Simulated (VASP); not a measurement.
Set up this calculation in VASP 6.6.1, as the native input.

```yaml
Task: single point
Functional: r2SCAN
Potentials_or_basis: VASP PAW PBE potentials, release 64 (In_d, Sb)
Cutoff: 520 eV
k_mesh: 10 × 10 × 8
Occupations: gaussian, width 0.1 eV
Spin: no spin polarisation
Dipole_correction: no
Further_INCAR_settings: ALGO = Normal; EDIFF = 1e-07; NBANDS = 26
```

InSb:

```
In Sb
1.0
     3.06331   -3.08137    0.00000
     3.06331    3.08137    0.00000
     0.00000    0.00000    6.12689
In Sb
2 2
Direct
  0.27941 0.72059 0.25000
  0.72059 0.27941 0.75000
  0.77721 0.22279 0.25000
  0.22279 0.77721 0.75000
```

One way to write it, as run:

POSCAR

```
InSb
1.0
    3.0633140000     -3.0813730000      0.0000000000
    3.0633140000      3.0813730000      0.0000000000
    0.0000000000      0.0000000000      6.1268940000
In Sb
2 2
Direct
    0.2794110000      0.7205890000      0.2500000000
    0.7205890000      0.2794110000      0.7500000000
    0.7772050000      0.2227950000      0.2500000000
    0.2227950000      0.7772050000      0.7500000000
```

INCAR.step1

```
  PREC = Accurate
  ENCUT = 520
  ISMEAR = 0
  SIGMA = 0.1
  LREAL = False
  LASPH = True
  NELM = 100
  NBANDS = 26
  GGA = PE
  ALGO = Normal
  EDIFF = 1E-4
  LWAVE = True
  LCHARG = False
```

INCAR.step2

```
  PREC = Accurate
  ENCUT = 520
  EDIFF = 1E-7
  ISMEAR = 0
  SIGMA = 0.1
  LREAL = False
  LASPH = True
  NELM = 100
  ALGO = Normal
  ISIF = 2
  LWAVE = False
  LCHARG = False
  METAGGA = R2SCAN
  LMIXTAU = True
  NBANDS = 26
  ISTART = 1
```

KPOINTS

```
regular mesh
0
Gamma
  10 10 8
```

Potentials or basis: VASP PAW PBE potentials, release 64 (In_d, Sb).

The run is started by

```console
$ cat potpaw_PBE.64/In_d/POTCAR potpaw_PBE.64/Sb/POTCAR > POTCAR
$ cp INCAR.step1 INCAR
$ mpirun -np 1 vasp_std > vasp.out
$ cp INCAR.step2 INCAR
$ mpirun -np 1 vasp_std > vasp.out
```

Results of the run:

| Quantity | Value |
| --- | --- |
| Pressure | -1.4 GPa |
| Largest force | 0.063 eV/Å |
| Band gap on the k mesh | zero (bands 18 and 19 overlap by 2.76 eV) |

Caveat: the PAW data sets were made with another functional, which shifts forces and pressure a little; spin-orbit coupling is left out, which moves the levels of the heavy elements.

It took 23 min on 1 thread of Intel Xeon 8259CL, with other jobs on the host, peak memory 0.53 GiB.
